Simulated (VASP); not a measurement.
# Pt (Fm-3m) in VASP: notebook

Aim: see how the results for Pt move with the level of theory and the settings. Levels: LDA, PBE, PBEsol+D3(BJ). Tasks: single point.

All numbers are computed with VASP 6.6.1; they aren't measurements. Logs are shortened: lines on timing, memory, paths and dates and some standing lists are left out, and cuts for length are marked.

### 1 The cell of the first run

It takes space group Fm-3m (No. 225, cubic). The conventional cell has a = 3.922 Å, b = 3.922 Å, c = 3.922 Å, α = 90.00°, β = 90.00°, γ = 90.00°. Pt (site symmetry m-3m) has 12 Pt at 2.77 Å within 3.7 Å.

### 2 Single point, LDA, non-collinear spin, zero start, spin-orbit coupling

Input file INCAR:

```
PREC = Accurate ; ENCUT = 500
EDIFF = 1E-6 ; ISMEAR = -1
SIGMA = 0.05 ; LREAL = False
LASPH = True ; NELM = 200
ALGO = Normal ; ISIF = 2
LWAVE = False ; LCHARG = False
LNONCOLLINEAR = True ; MAGMOM = 0 0 0
LORBIT = 11 ; LSORBIT = True
GGA_COMPAT = False ; LORBMOM = True
LMAXMIX = 4 ; GGA = CA
NBANDS = 29
```

Input file KPOINTS:

```
Automatic mesh
0
Gamma
  9 9 9
```

Input file POSCAR:

```
Pt
1.0
    0.0000000000      1.9609000000      1.9609000000
    1.9609000000      0.0000000000      1.9609000000
    1.9609000000      1.9609000000      0.0000000000
Pt
1
Direct
    0.0000000000      0.0000000000      0.0000000000
```

Potentials or basis: VASP PAW LDA potentials, release 64 (Pt_sv_GW).

On the command line:

```
> cat potpaw_LDA.64/Pt_sv_GW/POTCAR > POTCAR
> mpirun -np 1 vasp_ncl > vasp.out
```

OUTCAR:

```text
PREC = Accurate
   ENCUT = 500
   EDIFF = 1E-6
   ISMEAR = -1
   LREAL = False
   LASPH = True
   NELM = 200
   ISIF = 2
   LNONCOLLINEAR = True
   LORBIT = 11
   LSORBIT = True
   GGA = CA

 ion  position               nearest neighbor table
   1  0.000  0.000  0.000-

  LATTYP: Found a face centered cubic cell.
 ALAT       =     3.9218000000

  Lattice vectors:

 A1 = (   0.0000000000,   1.9609000000,   1.9609000000)
 A2 = (   1.9609000000,   0.0000000000,   1.9609000000)
 A3 = (   1.9609000000,   1.9609000000,   0.0000000000)

Analysis of symmetry for initial positions (statically):
=====================================================================
 Subroutine PRICEL returns:
 Original cell was already a primitive cell.

 Routine SETGRP: Setting up the symmetry group for a
 face centered cubic supercell.

 Subroutine GETGRP returns: Found 48 space group operations
 (whereof 48 operations were pure point group operations)
 out of a pool of 48 trial point group operations.

The static configuration has the point symmetry O_h .

Analysis of symmetry for dynamics (positions and initial velocities):
=====================================================================
 Subroutine PRICEL returns:
 Original cell was already a primitive cell.

 Routine SETGRP: Setting up the symmetry group for a
 face centered cubic supercell.

 Subroutine GETGRP returns: Found 48 space group operations
 (whereof 48 operations were pure point group operations)
 out of a pool of 48 trial point group operations.

The dynamic configuration has the point symmetry O_h .

Analysis of structural, dynamic, and magnetic symmetry:
=====================================================================
 Subroutine PRICEL returns:
 Original cell was already a primitive cell.

 Routine SETGRP: Setting up the symmetry group for a
 face centered cubic supercell.

 Subroutine GETGRP returns: Found 48 space group operations
 (whereof 48 operations were pure point group operations)
 out of a pool of 48 trial point group operations.

The overall configuration has the point symmetry O_h .

 Subroutine INISYM returns: Found 48 space group operations
 (whereof 48 operations are pure point group operations),
 and found     1 'primitive' translations

----------------------------------------------------------------------------------------

                                     Primitive cell

  volume of cell :      15.0798

  direct lattice vectors                    reciprocal lattice vectors
     0.000000000  1.960900000  1.960900000    -0.254984956  0.254984956  0.254984956
     1.960900000  0.000000000  1.960900000     0.254984956 -0.254984956  0.254984956
     1.960900000  1.960900000  0.000000000     0.254984956  0.254984956 -0.254984956

  length of vectors
     2.773131374  2.773131374  2.773131374     0.441646899  0.441646899  0.441646899

  position of ions in fractional coordinates (direct lattice)
     0.000000000  0.000000000  0.000000000

  ion indices of the primitive-cell ions
   primitive index   ion index
                 1           1

----------------------------------------------------------------------------------------

 KPOINTS: Automatic mesh

Automatic generation of k-mesh.
 Grid dimensions read from file:
 generate k-points for:    9    9    9

 Generating k-lattice:

  Cartesian coordinates                     Fractional coordinates (reciprocal lattice)
    -0.028331662  0.028331662  0.028331662     0.111111111  0.000000000  0.000000000
     0.028331662 -0.028331662  0.028331662     0.000000000  0.111111111  0.000000000
     0.028331662  0.028331662 -0.028331662     0.000000000  0.000000000  0.111111111

  Length of vectors
     0.049071878  0.049071878  0.049071878

  Shift w.r.t. Gamma in fractional coordinates (k-lattice)
     0.000000000  0.000000000  0.000000000

[... 43 lines left out ...]
   ICHARG =      2    charge: 1-file 2-atom 10-const
   ISPIN  =      1    spin polarized calculation?
   LNONCOLLINEAR =      T non collinear calculations
   LSORBIT =      T    spin-orbit coupling
   LASPH  =      T    aspherical Exc in radial PAW
   ENCUT  =  500.0 eV  36.75 Ry    6.06 a.u.   5.06  5.06  5.06*2*pi/ulx,y,z
   NELM   =    200;   NELMIN=  2; NELMDL= -5     # of ELM steps
   EDIFF  = 0.1E-05   stopping-criterion for ELM
   LREAL  =      F    real-space projection
   EDIFFG = 0.1E-04   stopping-criterion for IOM
   NSW    =      0    number of steps for IOM
   IBRION =     -1    ionic relax: 0-MD 1-quasi-New 2-CG
   NFREE  =      0    steps in history (QN), initial steepest desc. (CG)
   ISIF   =      2    stress and relaxation
   ISYM   =      2    0-nonsym 1-usesym 2-fastsym
   POTIM  = 0.5000    time-step for ionic-motion
   TEBEG  =    0.0;   TEEND  =   0.0 temperature during run
   PSTRESS=    0.0 pullay stress
   NELECT =      18.0000    total number of electrons
   NUPDOWN=      -1.0000    fix difference up-down
   EMIN   =  10.00;   EMAX   =-10.00  energy-range for DOS
   EFERMI =   0.00;   METHOD = LEGACY
   ISMEAR =    -1;   SIGMA  =   0.05  broadening in eV -4-tet -1-fermi 0-gaus
   EFERMI_NEDOS =   21; number of points for ismear=-14 and -15
   IALGO  =     38    algorithm
   IMIX   =      4    mixing-type and parameters
     AMIX     =   0.40;   BMIX     =  1.00
     AMIX_MAG =   1.60;   BMIX_MAG =  1.00
  volume/ion in A,a.u.               =      15.08       101.76
  Fermi-wavevector in a.u.,A,eV,Ry     =   1.736602  3.281701 41.032252  3.015785
  Thomas-Fermi vector in A             =   2.809985
   LORBIT       =     11    0 simple, 1 ext, 2 COOP (PROOUT), +10 PAW based schemes
   GGA     = CA    functional components
   LHFCALC =     F    Hartree Fock is set to
   AEXX    =    0.0000 exact exchange contribution
   IVDW    =     0    specifies the selected vdW correction
   LEPSILON=     F    determine dielectric tensor
   LRPA    =     F    only Hartree local field effects (RPA)
  energy-cutoff  :      500.00
  volume of cell :       15.08
 maximum number of plane-waves:       780
   NGX = 11   NGY = 11   NGZ = 11

 number of electron      18.0000000 magnetization       0.0000000      0.0000000      0.0000000

 number of electron      18.0000000 magnetization      -0.0000000     -0.0000000     -0.0000000

 Free energy of the ion-electron system (eV)
  ---------------------------------------------------
  ext. energy  EPLUGINS =         0.00000000
  ---------------------------------------------------
  free energy    TOTEN  =        -9.59158067 eV

  energy without entropy =       -9.58062399  energy(sigma->0) =       -9.58610233

 E-fermi :  10.4812     XC(G=0): -14.3743

 val. band max:       10.4371784935   @ k =   0.4444   0.1111   0.0000
 cond. band min:      10.5545368998   @ k =   0.4444   0.2222   0.0000
 fundamental gap:      0.1173584063
 Fermi energy:        10.4812016604

 k-point     1 :       0.0000    0.0000    0.0000
  band No.  band energies     occupation
      1     -87.8007      1.00000
      2     -87.8007      1.00000
      3     -51.3605      1.00000
      4     -51.3605      1.00000
      5     -37.7925      1.00000
      6     -37.7925      1.00000
[... 757 lines left out ...]
     28      30.5086      0.00000
     29      33.7463      0.00000

 [... further k-points ...]
[... 5 lines left out ...]
  --------------------------------------------------------------------------------------
  -------------------------------------------------------------------------------------
  Total       -0.7179911     -0.7179911     -0.7179911      0.0000000      0.0000000      0.0000000
  in kB      -76.2839773    -76.2839773    -76.2839773      0.0000000      0.0000000      0.0000000
  external PRESSURE =     -76.2839773 kB  Pullay stress =       0.0000000 kB

 VOLUME and BASIS-vectors are now :
 -----------------------------------------------------------------------------
  energy-cutoff  :      500.00
  volume of cell :       15.08
      direct lattice vectors                 reciprocal lattice vectors
     0.000000000  1.960900000  1.960900000    -0.254984956  0.254984956  0.254984956
     1.960900000  0.000000000  1.960900000     0.254984956 -0.254984956  0.254984956
     1.960900000  1.960900000  0.000000000     0.254984956  0.254984956 -0.254984956

 POSITION                                       TOTAL-FORCE (eV/Angst)
 -----------------------------------------------------------------------------------
      0.00000      0.00000      0.00000         0.000000      0.000000      0.000000
 -----------------------------------------------------------------------------------
    total drift:                                0.000000     -0.000000      0.000000

  FREE ENERGIE OF THE ION-ELECTRON SYSTEM (eV)
  ---------------------------------------------------
  free  energy   TOTEN  =        -9.5915806745 eV

  energy  without entropy=       -9.5806239918  energy(sigma->0) =       -9.58610233

 orbital moment (x)

 # of ion     p       d       f       tot
 ------------------------------------------------
  1         0.000   0.000   0.000   0.000
 ------------------------------------------------
            0.000   0.000   0.000   0.000

 orbital moment (y)

 # of ion     p       d       f       tot
 ------------------------------------------------
  1         0.000  -0.000  -0.000  -0.000
 ------------------------------------------------
            0.000  -0.000  -0.000  -0.000

 orbital moment (z)

 # of ion     p       d       f       tot
 ------------------------------------------------
  1         0.000   0.000  -0.000  -0.000
 ------------------------------------------------
            0.000   0.000  -0.000  -0.000

 Spin-Orbit-Coupling matrix elements

 Ion:    1  E_soc:     -4.4460904
 l=   1
     0.0000000    -0.6435149    -0.6435149
    -0.6435149     0.0000000    -0.6435149
    -0.6435149    -0.6435149     0.0000000
 l=   2
     0.0000000    -0.0179780     0.0000000    -0.0179780    -0.0795094
    -0.0179780     0.0000000    -0.0596321    -0.0179780    -0.0198774
     0.0000000    -0.0596321     0.0000000    -0.0596321     0.0000000
    -0.0179780    -0.0179780    -0.0596321     0.0000000    -0.0198774
    -0.0795094    -0.0198774     0.0000000    -0.0198774     0.0000000
 l=   3
     0.0000000    -0.0000015     0.0000000     0.0000000     0.0000000    -0.0000021    -0.0000066
    -0.0000015     0.0000000    -0.0000026     0.0000000    -0.0000026    -0.0000041    -0.0000015
     0.0000000    -0.0000026     0.0000000    -0.0000045    -0.0000020    -0.0000020     0.0000000
     0.0000000     0.0000000    -0.0000045     0.0000000    -0.0000045     0.0000000     0.0000000
     0.0000000    -0.0000026    -0.0000020    -0.0000045     0.0000000    -0.0000020     0.0000000
    -0.0000021    -0.0000041    -0.0000020     0.0000000    -0.0000020     0.0000000    -0.0000021
    -0.0000066    -0.0000015     0.0000000     0.0000000     0.0000000    -0.0000021     0.0000000

 total charge

# of ion       s       p       d       f       tot
--------------------------------------------------
    1        4.261   6.106   7.843   0.023  18.233

 magnetization (x)

# of ion       s       p       d       f       tot
--------------------------------------------------
    1       -0.000   0.000   0.000   0.000  -0.000

 magnetization (y)

# of ion       s       p       d       f       tot
--------------------------------------------------
    1        0.000   0.000   0.000   0.000   0.000

 magnetization (z)

# of ion       s       p       d       f       tot
--------------------------------------------------
    1        0.000   0.000  -0.000   0.000   0.000
```

Run time: 23 s. Hardware: 1 thread of Intel Xeon Platinum 8375C at 2.90GHz (Ice Lake), shared host; peak memory 0.16 GiB.

Results:

```
Free energy : -9.5916 eV
Pressure    : -7.6 GPa
Net moment  : 0.00 μB per cell
```

Moments on the atoms (μB; x, y, z):
```
Pt  0.00 0.00 0.00
```

### 3 Single point, PBE

Input file INCAR:

```
PREC = Accurate
ENCUT = 520
EDIFF = 1E-6
ISMEAR = -1
SIGMA = 0.06
LREAL = F
LASPH = T
NELM = 60
ALGO = Normal
ISIF = 2
LWAVE = F
LCHARG = F
GGA = PE
NBANDS = 11
```

Input file KPOINTS:

```
regular mesh
0
Gamma
  8 8 8
```

POSCAR is that of step 2.

Potentials or basis: VASP PAW PBE potentials, release 64 (Pt).

On the command line:

```
> cat potpaw_PBE.64/Pt/POTCAR > POTCAR
> mpirun -np 1 vasp_std > vasp.out
```

OUTCAR:

```text
PREC = Accurate
   ENCUT = 520
   EDIFF = 1E-6
   ISMEAR = -1
   LREAL = F
   LASPH = T
   NELM = 60
   ISIF = 2
   GGA = PE

 ion  position               nearest neighbor table
   1  0.000  0.000  0.000-

  LATTYP: Found a face centered cubic cell.
 ALAT       =     3.9218000000

  Lattice vectors:

 A1 = (   0.0000000000,   1.9609000000,   1.9609000000)
 A2 = (   1.9609000000,   0.0000000000,   1.9609000000)
 A3 = (   1.9609000000,   1.9609000000,   0.0000000000)

Analysis of symmetry for initial positions (statically):
[... 504 lines left out ...]
      3       7.7979      2.00000
      4       8.5491      2.00000
      5      11.0408      1.84265
      6      15.6797      0.00000
      7      16.7704      0.00000
      8      25.9897      0.00000
      9      26.3488      0.00000
     10      30.4336      0.00000
     11      37.4583      0.00000

 [... further k-points ...]
[... 5 lines left out ...]
  --------------------------------------------------------------------------------------
  -------------------------------------------------------------------------------------
  Total        0.8465976      0.8465976      0.8465976     -0.0000000      0.0000000     -0.0000000
  in kB       89.9479515     89.9479515     89.9479515     -0.0000000      0.0000000     -0.0000000
  external PRESSURE =      89.9479515 kB  Pullay stress =       0.0000000 kB

 VOLUME and BASIS-vectors are now :
 -----------------------------------------------------------------------------
  energy-cutoff  :      520.00
  volume of cell :       15.08
      direct lattice vectors                 reciprocal lattice vectors
     0.000000000  1.960900000  1.960900000    -0.254984956  0.254984956  0.254984956
     1.960900000  0.000000000  1.960900000     0.254984956 -0.254984956  0.254984956
     1.960900000  1.960900000  0.000000000     0.254984956  0.254984956 -0.254984956

 POSITION                                       TOTAL-FORCE (eV/Angst)
 -----------------------------------------------------------------------------------
      0.00000      0.00000      0.00000         0.000000      0.000000      0.000000
 -----------------------------------------------------------------------------------
    total drift:                               -0.000000      0.000000      0.000000

  FREE ENERGIE OF THE ION-ELECTRON SYSTEM (eV)
  ---------------------------------------------------
  free  energy   TOTEN  =        -6.0793314925 eV

  energy  without entropy=       -6.0581528878  energy(sigma->0) =       -6.06874219
```

OSZICAR:

```text
N       E                     dE             d eps       ncg     rms          rms(c)
DAV:   1     0.400616799090E+02    0.40062E+02   -0.51013E+03   646   0.825E+02
DAV:   2    -0.586321289475E+01   -0.45925E+02   -0.43637E+02   748   0.179E+02
DAV:   3    -0.647290474577E+01   -0.60969E+00   -0.60784E+00   719   0.194E+01
DAV:   4    -0.647516127406E+01   -0.22565E-02   -0.22564E-02   731   0.139E+00
DAV:   5    -0.647517851049E+01   -0.17236E-04   -0.17235E-04   749   0.113E-01    0.129E+01
DAV:   6    -0.612662420503E+01    0.34855E+00   -0.75182E-01   689   0.704E+00    0.678E+00
DAV:   7    -0.608303542531E+01    0.43589E-01   -0.15923E-01   713   0.317E+00    0.247E+00
DAV:   8    -0.607958643776E+01    0.34490E-02   -0.64034E-03   704   0.695E-01    0.639E-01
DAV:   9    -0.607932882565E+01    0.25761E-03   -0.15530E-04   707   0.111E-01    0.564E-02
DAV:  10    -0.607933162326E+01   -0.27976E-05   -0.44610E-06   824   0.165E-02    0.560E-03
DAV:  11    -0.607933149248E+01    0.13079E-06   -0.32804E-08   403   0.174E-03
   1 F= -.60793315E+01 E0= -.60687422E+01  d E =-.211786E-01
```

Wall time 17 s (1 thread of AMD EPYC 7R13, shared host); peak memory 0.11 GiB.

Results:

- Free energy: -6.0793 eV
- Pressure: 9.0 GPa
- Band gap on the k mesh: zero (band 5 reaches 11.73 eV, above the bottom of band 6 at 9.50 eV)

Caveat: spin-orbit coupling is left out, which moves the levels of the heavy elements.

### 4 Single point, PBEsol+D3(BJ)

This run uses another cell than the first one, of 14.63 Å³/atom, 0.970 times its volume.

Input file INCAR:

```
PREC = Accurate
ENCUT = 520
EDIFF = 1E-6
ISMEAR = -1
SIGMA = 0.05
LREAL = False
LASPH = True
NELM = 60
ALGO = Normal
ISIF = 2
LWAVE = False
LCHARG = False
GGA = PS
IVDW = 12
NBANDS = 11
```

Input file KPOINTS:

```
regular mesh
0
Gamma
  12 12 12
```

Input file POSCAR:

```
Pt
1.0
    0.0000000000      1.9413714106      1.9413714106
    1.9413714106      0.0000000000      1.9413714106
    1.9413714106      1.9413714106      0.0000000000
Pt
1
Direct
    0.0000000000      0.0000000000      0.0000000000
```

On the command line:

```
> cat potpaw_PBE.64/Pt/POTCAR > POTCAR
> mpirun -np 1 vasp_std > vasp.out
```

Wall time 24 s (1 thread of AMD EPYC 7R13, shared host); peak memory 0.11 GiB.

The run converged. Its results:

* Free energy: -7.7351 eV
* Pressure: -0.4 GPa
* Band gap on the k mesh: zero (band 5 reaches 12.23 eV, above the bottom of band 6 at 9.87 eV)
* Dispersion energy per atom: -0.772 eV

Levels at points of the mesh, in eV from the Fermi level:
| k point | band 2 | band 3 | band 4 | band 5 | band 6 | band 7 | band 8 | band 9 |
| --- | --- | --- | --- | --- | --- | --- | --- | --- |
| (0.00, 0.00, 0.00) | -4.01 | -4.01 | -4.01 | -1.72 | -1.72 | 14.51 | 19.64 | 19.64 |
| (0.50, 0.00, 0.00) | -4.08 | -4.08 | -0.70 | 0.04 | 0.04 | 6.02 | 14.07 | 19.12 |
| (0.50, 0.50, 0.00) | -6.99 | 0.01 | 0.51 | 0.51 | 1.62 | 9.14 | 11.40 | 11.40 |

Caveat: the PAW data sets were made with another functional, which shifts forces and pressure a little; spin-orbit coupling is left out, which moves the levels of the heavy elements; pairwise dispersion overbinds metals, which lowers pressure and volume.

### 5 Single point, PBE

Input file INCAR:

```
PREC = Accurate
ENCUT = 520
EDIFF = 1E-6
ISMEAR = 0
SIGMA = 0.017
LREAL = False
LASPH = True
NELM = 60
ALGO = Fast
ISIF = 2
LWAVE = False
LCHARG = False
GGA = PE
NBANDS = 11
```

KPOINTS is that of step 4.

Input file POSCAR:

```
Pt
1.0
    0.0000000000      1.9609000000      1.9609000000
    1.9609000000      0.0000000000      1.9609000000
    1.9609000000      1.9609000000      0.0000000000
Pt
1
Direct
    0.0000000000      0.0000000000      0.0000000000
```

On the command line:

```
> cat potpaw_PBE.64/Pt/POTCAR > POTCAR
> mpirun -np 1 vasp_std > vasp.out
```

It took 39 s on 1 thread of AMD EPYC 7R13, shared host; peak memory 0.11 GiB.

Results (log left out):

| Item | Value |
| --- | --- |
| Free energy | -6.0831 eV |
| Pressure | 9.7 GPa |
| Band gap on the k mesh | zero (band 5 reaches 11.78 eV, above the bottom of band 6 at 9.54 eV) |

Levels at points of the mesh, in eV from the Fermi level:
```
           k point  band 2  band 3  band 4  band 5  band 6  band 7  band 8  band 9
(0.00, 0.00, 0.00)   -3.81   -3.81   -3.81   -1.65   -1.65   14.61   19.58   19.58
(0.50, 0.00, 0.00)   -3.87   -3.87   -0.50    0.02    0.02    5.82   14.18   18.96
(0.50, 0.50, 0.00)   -6.64   -0.01    0.48    0.48    1.75    8.86   11.37   11.37
```

Caveat: spin-orbit coupling is left out, which moves the levels of the heavy elements.

### 6 Summary

```tsv
level	potentials or basis	spin	cell	k mesh	cutoff (eV)	smearing	second run	gap on the mesh (eV)	pressure (GPa)
LDA	VASP PAW LDA potentials, release 64 (Pt_sv_GW)	non-collinear, zero start, SOC	a = 2.773 Å, angles 60.0°, 1 atom	9 × 9 × 9	500	fermi-dirac 0.05 eV	valence_matched	-	-7.6
PBE	VASP PAW PBE potentials, release 64 (Pt)	off	a = 2.773 Å, angles 60.0°, 1 atom	8 × 8 × 8	520	fermi-dirac 0.06 eV	-	none	9.0
PBEsol+D3(BJ)	VASP PAW PBE potentials, release 64 (Pt)	off	a = 2.746 Å, angles 60.0°, 1 atom	12 × 12 × 12	520	fermi-dirac 0.05 eV	-	none	-0.4
PBE	VASP PAW PBE potentials, release 64 (Pt)	off	a = 2.773 Å, angles 60.0°, 1 atom	12 × 12 × 12	520	gaussian 0.017 eV	-	none	9.7
```

Alike in all rows: task single point.

Caveats: spin-orbit coupling is left out, which moves the levels of the heavy elements (some runs); the PAW data sets were made with another functional, which shifts forces and pressure a little (some runs); pairwise dispersion overbinds metals, which lowers pressure and volume (some runs).

Total energies depend on the potentials used, so only differences within one code and one set of settings carry meaning.
